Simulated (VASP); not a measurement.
A run of VASP 6.6.1 is set up as follows.

The input INCAR:

```
PREC     = Accurate       # precision mode
ENCUT    = 520            # plane-wave cutoff, eV
EDIFF    = 1E-6           # SCF threshold, eV
ISMEAR   = 0              # smearing method
SIGMA    = 0.01           # smearing width, eV
LREAL    = F              # projectors in reciprocal space
LASPH    = T              # aspherical terms in the spheres
NELM     = 60             # most SCF steps
ALGO     = Normal         # electronic algorithm
ISIF     = 2              # what is computed and relaxed
LWAVE    = F              # write WAVECAR
LCHARG   = F              # write CHGCAR
GGA      = PS             # functional
IVDW     = 12             # dispersion correction
NBANDS   = 16             # bands
```

File KPOINTS:

```
regular mesh
0
Gamma
  9 9 5
```

POSCAR

```
SiC
1.0
    3.0760000000      0.0000000000      0.0000000000
   -1.5380000000      2.6638940000      0.0000000000
    0.0000000000      0.0000000000      5.0480000000
Si C
2 2
Direct
    0.3333333333      0.6666666667      0.0000000000
    0.6666666667      0.3333333333      0.5000000000
    0.3333333333      0.6666666667      0.3850000000
    0.6666666667      0.3333333333      0.8850000000
```

Potentials or basis: VASP PAW PBE potentials, release 64 (Si, C).

The run is started by

```sh
$ cat potpaw_PBE.64/Si/POTCAR potpaw_PBE.64/C/POTCAR > POTCAR
$ mpirun -np 1 vasp_std > vasp.out
```

Task: What does it give for the largest force?

Result: 0.750 eV/Å.

Task: What does it give for the pressure?

Result: -3.2 GPa.

Forces in eV/Å, atoms in the order of the input:
```
Si   0.000  0.000  0.750
Si   0.000  0.000  0.750
C    0.000  0.000 -0.750
C    0.000  0.000 -0.750
```

Caveat: three body term missing; the PAW data sets were made with another functional, which shifts forces and pressure a little.
